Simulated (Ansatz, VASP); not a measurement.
One calculation of NaF, two programs

Contents of INCAR:

```
ALGO = Normal
EDIFF = 1E-6
EDIFFG = -0.005
ENCUT = 600
IBRION = 2
ISIF = 3
ISMEAR = 0
LASPH = True
LCHARG = False
LREAL = False
LWAVE = False
NELM = 80
NSW = 70
PREC = Accurate
SIGMA = 0.02
```

Contents of KPOINTS:

```
k-points
0
Gamma
  8 8 8
```

Contents of POSCAR:

```
NaF
1.0
    0.0000000000      2.3497438127      2.3497438127
    2.3497438127      0.0000000000      2.3497438127
    2.3497438127      2.3497438127      0.0000000000
Na F
1 1
Direct
    0.0000000000      0.0000000000      0.0000000000
    0.5000000000      0.5000000000      0.5000000000
```

Input for Ansatz:

```yaml
crystal:
  lattice:
    - [0.0, 2.3497438127, 2.3497438127]
    - [2.3497438127, 0.0, 2.3497438127]
    - [2.3497438127, 2.3497438127, 0.0]
  atoms:
    - { symbol: Na, position: [0.0, 0.0, 0.0] }
    - { symbol: F, position: [0.5, 0.5, 0.5] }
basis:
  ecutwfc: 420
kpoints:
  mp_grid: { grid: [8, 8, 8] }
hamiltonian:
  xc: lda
scf:
  occupations: { method: gaussian, width: 0.02 }
output:
  forces: true
  stress: true
  eigenvalues: true
relax:
  adjacent_minimum: "off"
  f_tol: 0.005
  max_steps: 50
  cell: { stress_tol: 0.05 }
```

Alike in both runs: task relaxation of cell and atoms; functional LDA; k mesh 8 × 8 × 8; occupations gaussian, width 0.02 eV; no spin polarisation.

|  | VASP | Ansatz |
| --- | --- | --- |
| version | VASP 6.6.1 | Ansatz 0.2.0 |
| potentials or method | VASP PAW LDA potentials, release 64 (Na_pv, F), cutoff 600 eV | scalar-relativistic, plane waves, PAW |
| valence electrons in the cell | 14 | 16 |

```tsv
	VASP	Ansatz	Ansatz less VASP
gap on the k mesh at the Fermi level, each at its own relaxed structure (eV)	6.46	6.46	-0.004
relaxed volume (Å³/atom)	11.37	11.41	+0.044
relaxed cell length with the largest relative difference (Å)	3.180	3.184	+0.0041
```

LDA's correlation is that of Perdew and Zunger in VASP and of Perdew and Wang (1992) in Ansatz. VASP's potentials hold 14 valence electrons a cell and Ansatz's 16, so a difference there can come from the potentials and not from the codes.
